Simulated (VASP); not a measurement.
Here is a VASP 6.6.1 calculation.

INCAR

```
PREC = Accurate
ENCUT = 520
EDIFF = 1E-6
ISMEAR = 0
SIGMA = 0.15
LREAL = False
LASPH = True
NELM = 60
ALGO = Normal
ISIF = 2
LWAVE = False
LCHARG = False
GGA = PS
NBANDS = 16
```

Contents of KPOINTS:

```
Automatic mesh
0
Gamma
  6 6 6
```

File POSCAR:

```
InP
1.0
    0.0000000000      2.4940722268      3.7411083402
    2.4940722268      0.0000000000      3.7411083402
    2.4940722268      2.4940722268      0.0000000000
In P
1 1
Direct
    0.0000000000      0.0000000000      0.0000000000
    0.5000000000      0.5000000000      0.5000000000
```

Potentials or basis: VASP PAW PBE potentials, release 64 (In_d, P).

Launch:

```console
$ cat potpaw_PBE.64/In_d/POTCAR potpaw_PBE.64/P/POTCAR > POTCAR
$ mpirun -np 1 vasp_std > vasp.out
```

Problem. Estimate the band gap on the k mesh.

Solution. Zero (band 9 reaches 6.99 eV, above the bottom of band 10 at 5.26 eV).

Problem. Predict the pressure.

Solution. 7.3 GPa.

Stress tensor (GPa, compression positive):
```
13.52  0.00  0.00
 0.00 13.52  0.00
 0.00  0.00 -5.22
```

Caveat: the PAW data sets were made with another functional, which shifts forces and pressure a little; spin-orbit coupling is left out, which moves the levels of the heavy elements.
